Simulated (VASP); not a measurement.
# AsPt: single point with PBE

The system is AsPt.

```
Pt As
1.0
     0.00000    2.81295    2.81295
     2.81295    0.00000    2.81295
     2.81295    2.81295    0.00000
Pt As
1 1
Cartesian
  0.0000 0.0000 0.0000
  1.4065 1.4065 1.4065
```

| Quantity | Value |
| --- | --- |
| Program | VASP 6.6.1 |
| Task | single point |
| Functional | PBE |
| Potentials or basis | VASP PAW PBE potentials, release 64 (Pt, As) |
| Cutoff | 520 eV |
| k mesh | 12 × 12 × 12 |
| Occupations | gaussian, width 0.05 eV |
| Spin | non-collinear spin, zero start, spin-orbit coupling |
| Starting moments | [[0.0, 0.0, 0.0], [0.0, 0.0, 0.0]] μB |

```json
{
 "Pressure": "-0.1 GPa",
 "Net moment": "0.00 μB per cell",
 "Valence electrons inside the program's atomic spheres": "Pt 9.38; As 2.74"
}
```

Moments on the atoms (μB; x, y, z):
```
Pt  0.00 0.00 0.00
As  0.00 0.00 0.00
```

Run time: 2.5 min on 1 thread of Intel(R) Xeon(R) 6975P-C (Granite Rapids), on a shared host, peak memory 0.41 GiB.
